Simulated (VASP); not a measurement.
Write the native input for VASP 6.6.1 that does the following.

```
Task                   : single point
Functional             : PBEsol
Potentials or basis    : VASP PAW PBE potentials, release 64 (Zn, S)
Cutoff                 : 520 eV
k mesh                 : 10 × 10 × 10
Occupations            : gaussian, width 0.05 eV
Spin                   : no spin polarisation
Dipole correction      : no
Further INCAR settings : ALGO = Normal; EDIFF = 1e-06; NBANDS = 16
```

The structure of ZnS lies in POSCAR:

```
ZnS
1.0
    0.0000000000      2.6782590749      2.6782590749
    2.6782590749      0.0000000000      2.6782590749
    2.6782590749      2.6782590749      0.0000000000
Zn S
1 1
Direct
    0.0000000000      0.0000000000      0.0000000000
    0.8308384644      0.7230538452      0.7230538452
```

This cell differs from its parent crystal: all S atoms moved -0.250 Å, as atom 2 towards its neighbour atom 1 (Zn) at 2.319 Å.

The input as run:

INCAR

```
SYSTEM = ZnS
ALGO = Normal
EDIFF = 1E-6
ENCUT = 520
GGA = PS
ISIF = 2
ISMEAR = 0
LASPH = .True.
LCHARG = .False.
LREAL = .False.
LWAVE = .False.
NBANDS = 16
NELM = 80
PREC = Accurate
SIGMA = 0.05
```

KPOINTS

```
k-points
0
Gamma
  10 10 10
  0 0 0
```

Potentials or basis: VASP PAW PBE potentials, release 64 (Zn, S).

Launch:

```console
$ cat potpaw_PBE.64/Zn/POTCAR potpaw_PBE.64/S/POTCAR > POTCAR
$ mpirun -np 1 vasp_std > vasp.out
```

Results of the run:

```json
{
  "Pressure": "1.7 GPa",
  "Largest force": "0.843 eV/Å",
  "Band gap on the k mesh": "2.04 eV"
}
```

Caveat: the cell differs from its parent crystal (all S atoms moved -0.250 Å, as atom 2 towards its neighbour atom 1 (Zn) at 2.319 Å); the PAW data sets were made with another functional, which shifts forces and pressure a little.

Wall time 70 s on 1 thread of Intel Xeon 8259CL, on a shared host, peak memory 0.2 GiB.
